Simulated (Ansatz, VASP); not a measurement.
## Two plane-wave programs on ZnS

```
CELL_PARAMETERS angstrom
0.00000 2.70465 2.70465
2.70465 0.00000 2.70465
2.70465 2.70465 0.00000
ATOMIC_POSITIONS crystal
Zn 0.98666 0.98666 0.98666
S 0.75000 0.75000 0.75000
```

Change from the starting cell: all Zn atoms moved +0.125 Å, as atom 1 towards its neighbour atom 2 (S) at 2.342 Å.

Alike in both runs: task single point; functional PBE; k mesh 10 × 10 × 10; occupations gaussian, width 0.05 eV; no spin polarisation.

|  | VASP | Ansatz |
| --- | --- | --- |
| version | VASP 6.6.1 | Ansatz 0.2.0 |
| potentials or method | VASP PAW PBE potentials, release 64 (Zn, S), cutoff 520 eV | scalar-relativistic, plane waves, PAW |
| valence electrons in the cell | 18 | 18 |

VASP gave:

```
gap on the k mesh at the Fermi level (eV)                     : 2.05
least direct gap on the mesh (eV)                             : 2.05
pressure (GPa)                                                : 2.2
traceless stress, the component that is largest in VASP (GPa) : 2.17
rms of the force components (eV/Å)                            : 0.554
```

Estimate Ansatz's values.

gap on the k mesh at the Fermi level (eV): 2.04; least direct gap on the mesh (eV): 2.04; pressure (GPa): 2.0; traceless stress, the component that is largest in VASP (GPa): 2.15; rms of the force components (eV/Å): 0.551.

Atom by atom the forces differ by 0.003 eV/Å (rms over components). With one functional, cell and mesh, what is left measures potentials, basis and numerics.
